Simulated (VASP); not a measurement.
# BaZrO3 (Pm-3m) in VASP: notebook, part 2 of 2

VASP 6.6.1.

### 3 Relaxation of cell and atoms, LDA

This run uses another cell than the first one, of 15.11 Å³/atom, 1.059 times its volume.

Input file INCAR:

```
ALGO = Normal
EDIFF = 1E-7
EDIFFG = -0.005
ENCUT = 600
IBRION = 2
ISIF = 3
ISMEAR = 0
LASPH = True
LCHARG = False
LREAL = False
LWAVE = False
NELM = 100
NSW = 70
PREC = Accurate
SIGMA = 0.02
```

Input file KPOINTS:

```
k-points
0
Gamma
  6 6 6
```

Input file POSCAR:

```
BaZrO3
1.0
    4.2271626520      0.0000000000      0.0000000000
    0.0000000000      4.2271626520      0.0000000000
    0.0000000000      0.0000000000      4.2271626520
Ba Zr O
1 1 3
Direct
    0.0000000000      0.0000000000      0.0000000000
    0.5000000000      0.5000000000      0.5000000000
    0.0000000000      0.5000000000      0.5000000000
    0.5000000000      0.0000000000      0.5000000000
    0.5000000000      0.5000000000      0.0000000000
```

Potentials or basis: VASP PAW LDA potentials, release 64 (Ba_sv, Zr_sv, O).

On the command line:

```bash
cat potpaw_LDA.64/Ba_sv/POTCAR potpaw_LDA.64/Zr_sv/POTCAR potpaw_LDA.64/O/POTCAR > POTCAR
mpirun -np 1 vasp_std > vasp.out
```

OUTCAR:

```text
EDIFF = 1E-7
   EDIFFG = -0.005
   ENCUT = 600
   IBRION = 2
   ISIF = 3
   ISMEAR = 0
   LASPH = True
   LREAL = False
   NELM = 100
   NSW = 70
   PREC = Accurate

 ion  position               nearest neighbor table
   1  0.000  0.000  0.000-   3 2.99   4 2.99   5 2.99   3 2.99   4 2.99   3 2.99   5 2.99   3 2.99
                             4 2.99   5 2.99   4 2.99   5 2.99   2 3.66   2 3.66   2 3.66   2 3.66
   2  0.500  0.500  0.500-   3 2.11   4 2.11   5 2.11   5 2.11   4 2.11   3 2.11   1 3.66   1 3.66
                             1 3.66   1 3.66   1 3.66   1 3.66   1 3.66   1 3.66
   3  0.000  0.500  0.500-   2 2.11   2 2.11   1 2.99   1 2.99   1 2.99   1 2.99
   4  0.500  0.000  0.500-   2 2.11   2 2.11   1 2.99   1 2.99   1 2.99   1 2.99
   5  0.500  0.500  0.000-   2 2.11   2 2.11   1 2.99   1 2.99   1 2.99   1 2.99

  LATTYP: Found a simple cubic cell.
 ALAT       =     4.2271626520

  Lattice vectors:

 A1 = (   4.2271626520,   0.0000000000,   0.0000000000)
 A2 = (   0.0000000000,   4.2271626520,   0.0000000000)
 A3 = (   0.0000000000,   0.0000000000,   4.2271626520)

Analysis of symmetry for initial positions (statically):
=====================================================================
 Subroutine PRICEL returns:
 Original cell was already a primitive cell.

 Routine SETGRP: Setting up the symmetry group for a
 simple cubic supercell.

 Subroutine GETGRP returns: Found 48 space group operations
 (whereof 48 operations were pure point group operations)
 out of a pool of 48 trial point group operations.

The static configuration has the point symmetry O_h .

Analysis of symmetry for dynamics (positions and initial velocities):
=====================================================================
 Subroutine PRICEL returns:
 Original cell was already a primitive cell.

 Routine SETGRP: Setting up the symmetry group for a
 simple cubic supercell.

 Subroutine GETGRP returns: Found 48 space group operations
 (whereof 48 operations were pure point group operations)
 out of a pool of 48 trial point group operations.

[... 111 lines left out ...]
   PSTRESS=    0.0 pullay stress
   NELECT =      40.0000    total number of electrons
   NUPDOWN=      -1.0000    fix difference up-down
   EMIN   =  10.00;   EMAX   =-10.00  energy-range for DOS
   EFERMI =   0.00;   METHOD = LEGACY
   ISMEAR =     0;   SIGMA  =   0.02  broadening in eV -4-tet -1-fermi 0-gaus
   EFERMI_NEDOS =   21; number of points for ismear=-14 and -15
   IALGO  =     38    algorithm
   IMIX   =      4    mixing-type and parameters
     AMIX     =   0.40;   BMIX     =  1.00
     AMIX_MAG =   1.60;   BMIX_MAG =  1.00
  volume/ion in A,a.u.               =      15.11       101.95
  Fermi-wavevector in a.u.,A,eV,Ry     =   1.324481  2.502907 23.868034  1.754251
  Thomas-Fermi vector in A             =   2.454013
   LORBIT       =      0    0 simple, 1 ext, 2 COOP (PROOUT), +10 PAW based schemes
   GGA     = CA    functional components
   LHFCALC =     F    Hartree Fock is set to
   AEXX    =    0.0000 exact exchange contribution
   IVDW    =     0    specifies the selected vdW correction
   LEPSILON=     F    determine dielectric tensor
   LRPA    =     F    only Hartree local field effects (RPA)
 conjugate gradient relaxation of ions
 non-spin polarized calculation
 Gauss-broadening in eV      SIGMA  =   0.02
  energy-cutoff  :      600.00
  volume of cell :       75.53
 maximum number of plane-waves:      2560
 NGX is ok and might be reduce to    36
   NGX = 17   NGY = 17   NGZ = 17

--------------------------------------- Ionic step        1  -------------------------------------------

 number of electron      40.0000022 magnetization

 Free energy of the ion-electron system (eV)
  ---------------------------------------------------
  ext. energy  EPLUGINS =         0.00000000
  ---------------------------------------------------
  free energy    TOTEN  =       -45.66269433 eV

  energy without entropy =      -45.66269433  energy(sigma->0) =      -45.66269433

------------------------ aborting loop because EDIFF is reached ----------------------------------------

  FORCE on cell =-STRESS in cart. coord.  units (eV):
  Direction    XX          YY          ZZ          XY          YZ          ZX
  --------------------------------------------------------------------------------------
  -------------------------------------------------------------------------------------
  Total       -3.6665462     -3.6665462     -3.6665462     -0.0000000     -0.0000000      0.0000000
  in kB      -77.7715706    -77.7715706    -77.7715706     -0.0000000     -0.0000000      0.0000000
  external PRESSURE =     -77.7715706 kB  Pullay stress =       0.0000000 kB
[... 143 lines left out ...]
--------------------------------------- Ionic step        5  -------------------------------------------

 number of electron      39.9999994 magnetization

 Free energy of the ion-electron system (eV)
  ---------------------------------------------------
  ext. energy  EPLUGINS =         0.00000000
  ---------------------------------------------------
  free energy    TOTEN  =       -45.75583206 eV

  energy without entropy =      -45.75583206  energy(sigma->0) =      -45.75583206

 E-fermi :   3.8709     XC(G=0): -11.3559

 val. band max:        3.6436777622   @ k =   0.5000   0.5000   0.5000
 cond. band min:       6.7624229214   @ k =   0.0000   0.0000   0.0000
 fundamental gap:      3.1187451592
 Fermi energy:         3.8709195626

 k-point     1 :       0.0000    0.0000    0.0000
  band No.  band energies     occupation
      1     -42.8701      2.00000
      2     -21.4197      2.00000
      3     -21.2432      2.00000
      4     -21.2432      2.00000
      5     -21.2432      2.00000
      6     -12.4531      2.00000
[... 561 lines left out ...]
  FREE ENERGIE OF THE ION-ELECTRON SYSTEM (eV)
  ---------------------------------------------------
  free  energy   TOTEN  =       -45.7558320635 eV

  energy  without entropy=      -45.7558320635  energy(sigma->0) =      -45.75583206

 reached required accuracy - stopping structural energy minimisation
```

OSZICAR:

```text
N       E                     dE             d eps       ncg     rms          rms(c)
DAV:   1     0.356982607769E+03    0.35698E+03   -0.24130E+04   960   0.182E+03
DAV:   2    -0.294745688331E+02   -0.38646E+03   -0.37888E+03  1208   0.413E+02
DAV:   3    -0.524873356948E+02   -0.23013E+02   -0.22989E+02  1552   0.101E+02
[... 50 lines left out ...]
DAV:   3    -0.457558323072E+02    0.19436E-04   -0.59685E-05  1392   0.618E-02    0.104E-02
DAV:   4    -0.457558310303E+02    0.12769E-05   -0.18827E-05  1504   0.230E-02    0.849E-03
DAV:   5    -0.457558316015E+02   -0.57114E-06   -0.73731E-07  1248   0.532E-03    0.461E-03
DAV:   6    -0.457558320485E+02   -0.44699E-06   -0.11503E-06  1472   0.581E-03    0.727E-04
DAV:   7    -0.457558320635E+02   -0.15011E-07   -0.10786E-07   712   0.191E-03
   5 F= -.45755832E+02 E0= -.45755832E+02  d E =-.141950E-05
```

CONTCAR:

```text
BaZrO3
   1.00000000000000
     4.1580396456761584   -0.0000000000000000    0.0000000000000000
    -0.0000000000000000    4.1580396456761584    0.0000000000000000
    -0.0000000000000000    0.0000000000000000    4.1580396456761584
  Ba              Zr              O
     1     1     3
Direct
     0.0000000000000000    0.0000000000000000    1.0000000000000000
     0.5000000000000000    0.5000000000000000    0.5000000000000000
     1.0000000000000000    0.5000000000000000    0.5000000000000000
     0.5000000000000000    1.0000000000000000    0.5000000000000000
     0.5000000000000000    0.5000000000000000    1.0000000000000000

  0.00000000E+00  0.00000000E+00  0.00000000E+00
  0.00000000E+00  0.00000000E+00  0.00000000E+00
  0.00000000E+00  0.00000000E+00  0.00000000E+00
  0.00000000E+00  0.00000000E+00  0.00000000E+00
  0.00000000E+00  0.00000000E+00  0.00000000E+00
```

Wall time 78 s (1 thread of Intel Xeon 6975P-C (Granite Rapids), shared host); peak memory 0.21 GiB.

What came out:

| Item | Value |
| --- | --- |
| Free energy | -45.7558 eV |
| Relaxed volume | 14.38 Å³/atom |
| Relaxed cell | a = 4.158 Å, b = 4.158 Å, c = 4.158 Å, α = 90.00°, β = 90.00°, γ = 90.00° |
| Space group after relaxing (to 0.05 Å) | Pm-3m (No. 221) |
| Energy gained by relaxing | 18.6 meV/atom |
| Ionic steps | 5 |
| Pressure after relaxing | -0.1 GPa |
| Band gap on the k mesh | 3.12 eV, indirect (least direct gap 3.31 eV) |

The path:
```csv
step,energy change (eV),largest force (eV/Å),pressure (GPa),volume (Å³)
1,0.0000,0.0000,-7.78,75.53
2,0.0464,0.0000,11.59,67.80
3,-0.0931,0.0000,-0.11,71.91
4,-0.0931,0.0000,0.06,71.84
5,-0.0931,0.0000,-0.05,71.89
```

Final structure:
```
Ba Zr O
1.0
     4.15804    0.00000    0.00000
     0.00000    4.15804    0.00000
     0.00000    0.00000    4.15804
Ba Zr O
1 1 3
Direct
  0.00000 0.00000 0.00000
  0.50000 0.50000 0.50000
  0.00000 0.50000 0.50000
  0.50000 0.00000 0.50000
  0.50000 0.50000 0.00000
```

Caveat: spin-orbit coupling is left out, which moves the levels of the heavy elements.

### 4 Single point, LDA

Input file INCAR:

```
SYSTEM = BaZrO3
  ALGO = Normal
  EDIFF = 1E-6
  ENCUT = 910
  GGA_COMPAT = .FALSE.
  ISIF = 2
  ISMEAR = 0
  LASPH = .TRUE.
  LCHARG = .FALSE.
  LREAL = .FALSE.
  LWAVE = .FALSE.
  NBANDS = 28
  NELM = 120
  PREC = Accurate
  SIGMA = 0.02
```

Input file KPOINTS:

```
k-points
0
G
  6 6 6
  0 0 0
```

Edit POSCAR of step 3 so:

```diff
@@ -2,5 +2,5 @@
 1.0
-    4.2271626520      0.0000000000      0.0000000000
-    0.0000000000      4.2271626520      0.0000000000
-    0.0000000000      0.0000000000      4.2271626520
+    4.1473696857      0.0000000000      0.0000000000
+    0.0000000000      4.1473696857      0.0000000000
+    0.0000000000      0.0000000000      4.1473696857
 Ba Zr O
```

Potentials or basis: VASP PAW LDA potentials, release 64 (Ba_sv, Zr_sv, O_h).

On the command line:

```bash
cat potpaw_LDA.64/Ba_sv/POTCAR potpaw_LDA.64/Zr_sv/POTCAR potpaw_LDA.64/O_h/POTCAR > POTCAR
mpirun -np 1 vasp_std > vasp.out
```

OUTCAR:

```text
SYSTEM = BaZrO3
   EDIFF = 1E-6
   ENCUT = 910
   ISIF = 2
   ISMEAR = 0
   LASPH = .TRUE.
   LREAL = .FALSE.
   NELM = 120
   PREC = Accurate

 ion  position               nearest neighbor table
   1  0.000  0.000  0.000-   3 2.93   4 2.93   5 2.93   3 2.93   4 2.93   3 2.93   5 2.93   3 2.93
                             4 2.93   5 2.93   4 2.93   5 2.93   2 3.59   2 3.59   2 3.59   2 3.59
   2  0.500  0.500  0.500-   3 2.07   4 2.07   5 2.07   5 2.07   4 2.07   3 2.07   1 3.59   1 3.59
                             1 3.59   1 3.59   1 3.59   1 3.59   1 3.59   1 3.59
[... 821 lines left out ...]
  -------------------------------------------------------------------------------------
  Total        0.5568676      0.5568676      0.5568676     -0.0000000      0.0000000     -0.0000000
  in kB       12.5067457     12.5067457     12.5067457     -0.0000000      0.0000000     -0.0000000
  external PRESSURE =      12.5067457 kB  Pullay stress =       0.0000000 kB

 VOLUME and BASIS-vectors are now :
 -----------------------------------------------------------------------------
  energy-cutoff  :      910.00
  volume of cell :       71.34
      direct lattice vectors                 reciprocal lattice vectors
     4.147369686  0.000000000  0.000000000     0.241116678  0.000000000  0.000000000
     0.000000000  4.147369686  0.000000000     0.000000000  0.241116678  0.000000000
     0.000000000  0.000000000  4.147369686     0.000000000  0.000000000  0.241116678

 POSITION                                       TOTAL-FORCE (eV/Angst)
 -----------------------------------------------------------------------------------
      0.00000      0.00000      0.00000         0.000000      0.000000      0.000000
      2.07368      2.07368      2.07368         0.000000      0.000000      0.000000
      0.00000      2.07368      2.07368         0.000000      0.000000      0.000000
      2.07368      0.00000      2.07368         0.000000      0.000000      0.000000
      2.07368      2.07368      0.00000         0.000000      0.000000      0.000000
 -----------------------------------------------------------------------------------
    total drift:                                0.000000     -0.000000     -0.000000

  FREE ENERGIE OF THE ION-ELECTRON SYSTEM (eV)
  ---------------------------------------------------
  free  energy   TOTEN  =       -45.7611951146 eV

  energy  without entropy=      -45.7611951146  energy(sigma->0) =      -45.76119511
```

OSZICAR:

```text
N       E                     dE             d eps       ncg     rms          rms(c)
DAV:   1     0.448144943392E+03    0.44814E+03   -0.30103E+04  1120   0.219E+03
DAV:   2    -0.227644475450E+01   -0.45042E+03   -0.43235E+03  1376   0.436E+02
DAV:   3    -0.513736124957E+02   -0.49097E+02   -0.48612E+02  1668   0.131E+02
DAV:   4    -0.529851213840E+02   -0.16115E+01   -0.16078E+01  1620   0.213E+01
DAV:   5    -0.530195110242E+02   -0.34390E-01   -0.34383E-01  1560   0.261E+00    0.313E+01
DAV:   6    -0.459693230139E+02    0.70502E+01   -0.35564E+01  1456   0.374E+01    0.142E+01
DAV:   7    -0.458297543651E+02    0.13957E+00   -0.29804E+00  1496   0.955E+00    0.879E+00
DAV:   8    -0.457677215638E+02    0.62033E-01   -0.39471E-01  1392   0.485E+00    0.915E-01
DAV:   9    -0.457616047377E+02    0.61168E-02   -0.69720E-02  1664   0.146E+00    0.562E-01
DAV:  10    -0.457615209081E+02    0.83830E-04   -0.13008E-02  1532   0.916E-01    0.312E-01
DAV:  11    -0.457611958788E+02    0.32503E-03   -0.21695E-03  1436   0.392E-01    0.299E-02
DAV:  12    -0.457611953172E+02    0.56160E-06   -0.10488E-04  1556   0.694E-02    0.183E-02
DAV:  13    -0.457611951146E+02    0.20257E-06   -0.49800E-06  1512   0.158E-02
   1 F= -.45761195E+02 E0= -.45761195E+02  d E =-.515764E-78
```

It took 66 s on 1 thread of Intel Xeon Platinum 8375C at 2.90GHz (Ice Lake), shared host; peak memory 0.27 GiB.

What came out:

| Item | Value |
| --- | --- |
| Free energy | -45.7612 eV |
| Pressure | 1.3 GPa |
| Band gap on the k mesh | 3.14 eV, indirect (least direct gap 3.31 eV) |

Caveat: the cutoff is under 1.25 times the usual one of these potentials, so pressure, stress and relaxed cells hold a basis-set (Pulay) error; spin-orbit coupling is left out, which moves the levels of the heavy elements.

### 5 The runs side by side

```tsv
task	potentials or basis	cell	cutoff (eV)	second run	gap on the mesh (eV)	pressure (GPa)
single point	VASP PAW LDA potentials, release 64 (Ba_sv, Zr_sv, O)	a = 4.147 Å, 5 atoms	520	-	3.13	1.5
relaxation of cell and atoms	VASP PAW LDA potentials, release 64 (Ba_sv, Zr_sv, O)	relaxed from a = 4.227 Å, 5 atoms	600	-	3.12	-0.1
single point	VASP PAW LDA potentials, release 64 (Ba_sv, Zr_sv, O_h)	a = 4.147 Å, 5 atoms	910	hard_potentials	3.14	1.3
```

Alike in all rows: level LDA; no spin polarisation; k mesh 6 × 6 × 6; smearing gaussian 0.02 eV.

Caveats: spin-orbit coupling is left out, which moves the levels of the heavy elements; the cutoff is under 1.25 times the usual one of these potentials, so pressure, stress and relaxed cells hold a basis-set (Pulay) error (some runs).

Absolute energies hang on the potentials; compare differences alone.
